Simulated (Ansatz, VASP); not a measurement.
ZnCu in VASP and in Ansatz

```
Zn Cu
1.0
     2.66139    0.00000    0.00000
    -1.33070    2.30483    0.00000
     0.00000    0.00000   17.86656
Zn Cu
4 4
Direct
  0.33333 0.66667 0.17422
  0.66667 0.33333 0.67422
  0.33333 0.66667 0.32578
  0.66667 0.33333 0.82578
  0.33333 0.66667 0.55676
  0.66667 0.33333 0.05676
  0.33333 0.66667 0.94324
  0.66667 0.33333 0.44324
```

Alike in both runs: functional PBE; k mesh 9 × 9 × 1; occupations gaussian, width 0.1 eV; no spin polarisation.

Ansatz relaxed the structure, and its values are those at the end. VASP's run is a single point on that final structure, the one shown.

|  | VASP | Ansatz |
| --- | --- | --- |
| version | VASP 6.6.1 | Ansatz 0.2.0 |
| potentials or method | VASP PAW PBE potentials, release 64 (Zn, Cu), cutoff 520 eV | scalar-relativistic, plane waves, PAW |
| valence electrons in the cell | 92 | 124 |

|  | VASP | Ansatz | Ansatz less VASP |
| --- | --- | --- | --- |
| gap on the k mesh at the Fermi level (eV) | none | none | - |
| pressure (GPa) | 0.5 | 0.1 | -0.39 |
| rms of the force components (eV/Å) | 0.008 | 0.000 | -0.0076 |

A gap of «none» marks a metal or a gap that the smearing closes. VASP's potentials hold 92 valence electrons a cell and Ansatz's 124, so a difference there can come from the potentials and not from the codes.
